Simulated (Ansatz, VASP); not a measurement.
**Mg7Se in VASP and in Ansatz**

```
Mg Se
1.0
     0.00000    4.51363    4.51363
     4.51363    0.00000    4.51363
     4.51363    4.51363    0.00000
Mg Se
7 1
Cartesian
  2.2568 2.2568 0.0000
  2.2568 4.5136 2.2568
  4.5136 2.2568 2.2568
  2.2568 2.2568 4.5136
  2.2568 0.0000 2.2568
  0.0000 2.2568 2.2568
  4.5136 4.5136 4.5136
  0.0000 0.0000 0.0000
```

Alike in both runs: task single point; functional PBE; k mesh 6 × 6 × 6; occupations gaussian, width 0.1 eV; no spin polarisation.

```csv
,VASP,Ansatz
version,VASP 6.6.1,Ansatz 0.2.0
potentials or method,"VASP PAW PBE potentials, release 64 (Mg, Se), cutoff 520 eV","scalar-relativistic, plane waves, PAW"
valence electrons in the cell,20,86
```

|  | VASP | Ansatz | Ansatz less VASP |
| --- | --- | --- | --- |
| gap on the k mesh at the Fermi level (eV) | none | none | - |
| pressure (GPa) | -1.2 | -1.1 | +0.13 |

A gap of «none» marks a metal or a gap that the smearing closes. VASP's potentials hold 20 valence electrons a cell and Ansatz's 86, so a difference there can come from the potentials and not from the codes.
